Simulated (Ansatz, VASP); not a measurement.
**AlN: VASP beside Ansatz**

INCAR

```
PREC     = Accurate       # precision mode
ENCUT    = 600            # plane-wave cutoff, eV
EDIFF    = 1E-6           # SCF threshold, eV
ISMEAR   = -1             # smearing method
SIGMA    = 0.05           # smearing width, eV
LREAL    = F              # projectors in reciprocal space
LASPH    = T              # aspherical terms in the spheres
NELM     = 120            # most SCF steps
ALGO     = Normal         # electronic algorithm
ISIF     = 2              # what is computed and relaxed
LWAVE    = F              # write WAVECAR
LCHARG   = F              # write CHGCAR
GGA      = LIBXC          # functional
LIBXC1   = GGA_X_B88    
LIBXC2   = GGA_C_PBE    
NBANDS   = 11             # bands
GGA_COMPAT= F
```

Contents of KPOINTS:

```
regular mesh
0
Gamma
  10 10 10
```

File POSCAR:

```
AlN
1.0
    0.0000000000      2.1839935596      2.1839935596
    2.1839935596      0.0000000000      2.1839935596
    2.1839935596      2.1839935596      0.0000000000
Al N
1 1
Direct
    0.0000000000      0.0000000000      0.0000000000
    0.2500000000      0.2500000000      0.2500000000
```

Contents of input.yaml:

```yaml
crystal:
  lattice:
    - [0.0, 2.1839935596, 2.1839935596]
    - [2.1839935596, 0.0, 2.1839935596]
    - [2.1839935596, 2.1839935596, 0.0]
  atoms:
    - { symbol: Al, position: [0.0, 0.0, 0.0] }
    - { symbol: "N", position: [0.25, 0.25, 0.25] }
hamiltonian:
  xc: { exchange: b88, correlation: pbe }
  pseudopotentials: { kind: paw }
kpoints:
  mp_grid: { grid: [10, 10, 10] }
  band_path:
    path:
      - [[0.0, 0.0, 0.0], [0.5, 0.0, 0.5], [0.5, 0.25, 0.75], [0.375, 0.375, 0.75], [0.0, 0.0, 0.0], [0.5, 0.5, 0.5], [0.625, 0.25, 0.625], [0.5, 0.25, 0.75], [0.5, 0.5, 0.5], [0.375, 0.375, 0.75]]
      - [[0.625, 0.25, 0.625], [0.5, 0.0, 0.5]]
    npoints: 14
scf:
  occupations: { method: fermi_dirac, width: 0.05 }
  n_extra_bands: 6
output:
  forces: true
  stress: true
  eigenvalues: true
  fatbands: false
  write_density: true
  write_potential: true
  elf: true
  volumetric_format: npy
```

Alike in both runs: functional b88 exchange, pbe correlation; k mesh 10 × 10 × 10; occupations fermi-dirac, width 0.05 eV; no spin polarisation.

```csv
,VASP,Ansatz
version,VASP 6.6.1,Ansatz 0.2.0
potentials or method,"VASP PAW PBE potentials, release 64 (Al, N)",Ansatz PAW
plane-wave cutoff (eV),600,420
valence electrons in the cell,8,8
task,single point,band structure
```

Ansatz gave:

```
gap on the k mesh at the Fermi level (eV) : 3.35
least direct gap on the mesh (eV)         : 4.20
pressure (GPa)                            : 5.0
```

Problem. What did VASP give for the same quantities?

Solution. gap on the k mesh at the Fermi level (eV): 3.34; least direct gap on the mesh (eV): 4.21; pressure (GPa): 4.5.

VASP's potentials were made for PBE, not for b88 exchange, pbe correlation.
